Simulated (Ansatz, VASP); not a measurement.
Two plane-wave programs on Ni

```
Ni
1.0
     4.46825    0.00000    0.00000
     0.00000    4.46825    0.00000
     0.00000    0.00000    4.46825
Ni
8
Direct
  0.50000 0.50000 0.50000
  0.00000 0.00000 0.00000
  0.25000 0.00000 0.50000
  0.50000 0.25000 0.00000
  0.50000 0.75000 0.00000
  0.75000 0.00000 0.50000
  0.00000 0.50000 0.75000
  0.00000 0.50000 0.25000
```

Alike in both runs: functional PBE; k mesh 8 × 8 × 8; occupations gaussian, width 0.1 eV; collinear spin.

Ansatz relaxed the structure, and its values are those at the end. VASP's run is a single point on that final structure, the one shown.

```csv
,VASP,Ansatz
version,VASP 6.6.1,Ansatz 0.2.0
potentials or method,"VASP PAW PBE potentials, release 64 (Ni), cutoff 520 eV","scalar-relativistic, plane waves, PAW"
valence electrons in the cell,80,144
```

```tsv
	VASP	Ansatz	Ansatz less VASP
gap on the k mesh at the Fermi level (eV)	none	none	-
pressure (GPa)	-0.1	0.0	+0.12
net moment per atom (μB)	0.59	0.61	+0.015
size of the moment on the site where the two differ most (μB)	0.61	0.65	+0.044
```

Site moments also hang on the region over which each program counts them. A gap of «none» marks a metal or a gap that the smearing closes. VASP's potentials hold 80 valence electrons a cell and Ansatz's 144, so a difference there can come from the potentials and not from the codes.
